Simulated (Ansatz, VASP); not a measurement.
**InP in VASP and in Ansatz**

Contents of INCAR:

```
SYSTEM = InP
ALGO = Normal
EDIFF = 1E-6
ENCUT = 500
GGA = PE
GGA_COMPAT = .FALSE.
ISIF = 2
ISMEAR = 0
LASPH = .TRUE.
LCHARG = .FALSE.
LREAL = .FALSE.
LWAVE = .FALSE.
NBANDS = 16
NELM = 120
PREC = Accurate
SIGMA = 0.02
```

File KPOINTS:

```
k-points
0
G
  8 8 8
  0 0 0
```

Contents of POSCAR:

```
InP
1.0
    0.0000000000      2.9305000000      2.9305000000
    2.9305000000      0.0000000000      2.9305000000
    2.9305000000      2.9305000000      0.0000000000
In P
1 1
Direct
    0.0000000000      0.0000000000      0.0000000000
    0.2500000000      0.2500000000      0.2500000000
```

Input for Ansatz:

```yaml
crystal:
  lattice:
    - [0.0, 2.9305, 2.9305]
    - [2.9305, 0.0, 2.9305]
    - [2.9305, 2.9305, 0.0]
  atoms:
    - { symbol: In, position: [0.0, 0.0, 0.0] }
    - { symbol: P, position: [0.25, 0.25, 0.25] }
basis:
  ecutwfc: 420
kpoints:
  mp_grid: { grid: [8, 8, 8] }
hamiltonian:
  xc: pbe
  pseudopotentials: { kind: paw }
scf:
  occupations: { method: gaussian, width: 0.02 }
output:
  forces: true
  stress: true
  eigenvalues: true
  write_density: true
  write_potential: true
  elf: true
  volumetric_format: npy
```

Alike in both runs: task single point; functional PBE; k mesh 8 × 8 × 8; occupations gaussian, width 0.02 eV; no spin polarisation.

|  | VASP | Ansatz |
| --- | --- | --- |
| version | VASP 6.6.1 | Ansatz 0.2.0 |
| potentials or method | VASP PAW PBE potentials, release 64 (In_d, P), cutoff 500 eV | scalar-relativistic, plane waves, PAW |
| valence electrons in the cell | 18 | 18 |

```tsv
	VASP	Ansatz	Ansatz less VASP
gap on the k mesh at the Fermi level (eV)	0.71	0.72	+0.003
least direct gap on the mesh (eV)	0.71	0.72	+0.003
pressure (GPa)	3.3	3.3	+0.06
```

With one functional, cell and mesh, what is left measures potentials, basis and numerics.
